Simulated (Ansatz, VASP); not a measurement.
Two plane-wave programs on CdBi3O

```
Cd Bi O
1.0
     4.52729    0.00000    0.00000
     0.00000    4.52729    0.00000
     0.00000    0.00000    7.42193
Cd Bi O
1 3 1
Direct
  0.00000 0.00000 0.50000
  0.00000 0.00000 0.78367
  0.00000 0.00000 0.21633
  0.50000 0.50000 0.00000
  0.00000 0.00000 0.00000
```

Alike in both runs: task relaxation of cell and atoms; functional PBE; k mesh 4 × 4 × 4; occupations gaussian, width 0.1 eV; no spin polarisation.

```csv
,VASP,Ansatz
version,VASP 6.6.1,Ansatz 0.2.0
potentials or method,"VASP PAW PBE potentials, release 64 (Cd, Bi_d, O), cutoff 600 eV","scalar-relativistic, plane waves, PAW"
valence electrons in the cell,63,71
```

```tsv
	VASP	Ansatz	Ansatz less VASP
gap on the k mesh at the Fermi level, each at its own relaxed structure (eV)	none	none	-
relaxed volume (Å³/atom)	27.68	28.15	+0.475
relaxed length of the cell vector where the two differ most in proportion (Å)	11.102	11.397	+0.2945
```

A gap of «none» marks a metal or a gap that the smearing closes. VASP's potentials hold 63 valence electrons a cell and Ansatz's 71, so a difference there can come from the potentials and not from the codes.

Spin-orbit coupling is off throughout.
